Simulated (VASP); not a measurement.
A run of VASP 6.6.1 is set up as follows.

File INCAR:

```
  PREC = Accurate
  ENCUT = 520
  EDIFF = 1E-6
  ISMEAR = -1
  SIGMA = 0.05
  LREAL = F
  LASPH = T
  NELM = 80
  ALGO = Normal
  ISIF = 2
  LWAVE = F
  LCHARG = T
  GGA = PE
  LELF = T
  LVHAR = T
  NBANDS = 24
```

Contents of KPOINTS:

```
regular mesh
0
Gamma
  7 7 6
```

File POSCAR:

```
TaN
1.0
    3.6384555749      0.0000000000      0.0000000000
    0.0000000000      3.6384555749      0.0000000000
    0.0000000000      0.0000000000      4.5298857156
Ta N
2 2
Direct
    0.0000000000      0.5000000000      0.0000000000
    0.5000000000      0.0000000000      0.5000000000
    0.0000000000      0.0000000000      0.2500000000
    0.0000000000      0.0000000000      0.7500000000
```

Potentials or basis: VASP PAW PBE potentials, release 64 (Ta_pv, N).

The run is started by

```bash
$ cat potpaw_PBE.64/Ta_pv/POTCAR potpaw_PBE.64/N/POTCAR > POTCAR
$ mpirun -np 1 vasp_std > vasp.out
```

Problem. Predict the pressure.

Solution. -16.4 GPa.

Problem. Estimate the band gap on the k mesh.

Solution. Zero (band 16 reaches 5.51 eV, above the bottom of band 17 at 4.84 eV).

Stress tensor (GPa, compression positive):
```
-27.45   0.00   0.00
  0.00 -27.45   0.00
  0.00   0.00   5.83
```

Caveat: spin-orbit coupling is left out, which moves the levels of the heavy elements.
